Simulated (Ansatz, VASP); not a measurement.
**One calculation of KTaO3, two programs**

File INCAR:

```
SYSTEM = KTaO3
  PREC = Accurate
  ENCUT = 520
  EDIFF = 1E-8
  ISMEAR = -1
  SIGMA = 0.01
  LREAL = .FALSE.
  LASPH = .TRUE.
  NELM = 120
  ALGO = Normal
  ISIF = 2
  LWAVE = .FALSE.
  LCHARG = .FALSE.
  GGA = PE
  LEFG = .TRUE.
  NBANDS = 27
  GGA_COMPAT = .FALSE.
```

KPOINTS

```
regular mesh
0
G
  5 5 5
  0 0 0
```

Contents of POSCAR:

```
KTaO3
1.0
    4.1079490000      0.0000000000      0.0000000000
    0.0000000000      4.1079490000      0.0000000000
    0.0000000000      0.0000000000      3.9883000000
K Ta O
1 1 3
Direct
    0.5000000000      0.5000000000      0.5000000000
    0.0000000000      0.0000000000      0.0000000000
    0.5000000000      0.0000000000      0.0000000000
    0.0000000000      0.5000000000      0.0000000000
    0.0000000000      0.0000000000      0.5000000000
```

Input for Ansatz:

```yaml
crystal:
  lattice:
    - [4.107949, 0.0, 0.0]
    - [0.0, 4.107949, 0.0]
    - [0.0, 0.0, 3.9883]
  atoms:
    - { symbol: K, position: [0.5, 0.5, 0.5] }
    - { symbol: Ta, position: [0.0, 0.0, 0.0] }
    - { symbol: O, position: [0.5, 0.0, 0.0] }
    - { symbol: O, position: [0.0, 0.5, 0.0] }
    - { symbol: O, position: [0.0, 0.0, 0.5] }
kpoints:
  mp_grid: { grid: [5, 5, 5] }
scf:
  occupations: { method: fermi_dirac, width: 0.01 }
hamiltonian:
  xc: pbe
  pseudopotentials: { kind: all_electron, datasets: crystal }
output:
  forces: true
  stress: true
  eigenvalues: true
  efg: { contact_densities: true }
```

Change from the starting cell: equal xx and yy strain of +3 %, crystal datasets.

Alike in both runs: task electric field gradients; functional PBE; k mesh 5 × 5 × 5; occupations fermi-dirac, width 0.01 eV; no spin polarisation.

|  | VASP | Ansatz |
| --- | --- | --- |
| version | VASP 6.6.1 | Ansatz 0.2.0 |
| potentials or method | VASP PAW PBE potentials, release 64 (K_sv, Ta_pv, O), cutoff 520 eV | all-electron PAW with datasets made for the crystal, scalar-relativistic |

|  | VASP | Ansatz | Ansatz less VASP |
| --- | --- | --- | --- |
| gap on the k mesh at the Fermi level (eV) | 2.10 | 2.16 | +0.054 |
| pressure (GPa) | -4.8 | -5.2 | -0.36 |
| traceless stress, the component that is largest in VASP (GPa) | 6.22 | 6.11 | -0.116 |
| size of Vzz on the site where it differs most (V/Å²) | 147.9 | 145.1 | -2.83 |

Ansatz ran all-electron here, and VASP with PAW potentials.

Neither program's run includes spin-orbit coupling.
